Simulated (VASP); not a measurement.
A run of VASP 6.6.1:

POSCAR

```
BaTe
1.0
    4.2448181589      0.0000000000      0.0000000000
    0.0000000000      4.2448181589      0.0000000000
    0.0000000000      0.0000000000      4.2448181589
Ba Te
1 1
Direct
    0.0000000000      0.0000000000      0.0000000000
    0.5000000000      0.5000000000      0.5000000000
```

The input INCAR.step1:

```
PREC = Accurate
ENCUT = 520
EDIFF = 1E-5
ISMEAR = 0
SIGMA = 0.01
LREAL = F
LASPH = T
NELM = 60
ALGO = Normal
ISIF = 2
LWAVE = T
LCHARG = F
NBANDS = 15
GGA = PE
```

Contents of INCAR.step2:

```
PREC = Accurate
ENCUT = 520
EDIFF = 1E-7
ISMEAR = 0
SIGMA = 0.01
LREAL = F
LASPH = T
NELM = 60
ALGO = Normal
ISIF = 2
LWAVE = F
LCHARG = F
GGA = PE
LHFCALC = T
AEXX = 0.5
PRECFOCK = Normal
NBANDS = 15
ISTART = 1
```

The input KPOINTS:

```
regular mesh
0
Gamma
  4 4 4
```

Potentials or basis: VASP PAW PBE potentials, release 64 (Ba_sv, Te).

Launch:

```sh
$ cat potpaw_PBE.64/Ba_sv/POTCAR potpaw_PBE.64/Te/POTCAR > POTCAR
$ cp INCAR.step1 INCAR
$ mpirun -np 1 vasp_std > vasp.out
$ cp INCAR.step2 INCAR
$ mpirun -np 1 vasp_std > vasp.out
```

Hardware: 1 thread of Intel(R) Xeon(R) Platinum 8375C CPU @ 2.90GHz (Ice Lake), on a shared host.

**Question.** Estimate the wall time of this run.

**Answer.** It took 7 min on 1 thread of Intel(R) Xeon(R) Platinum 8375C CPU @ 2.90GHz (Ice Lake), on a shared host, peak memory 0.19 GiB. Counts: k points 10.
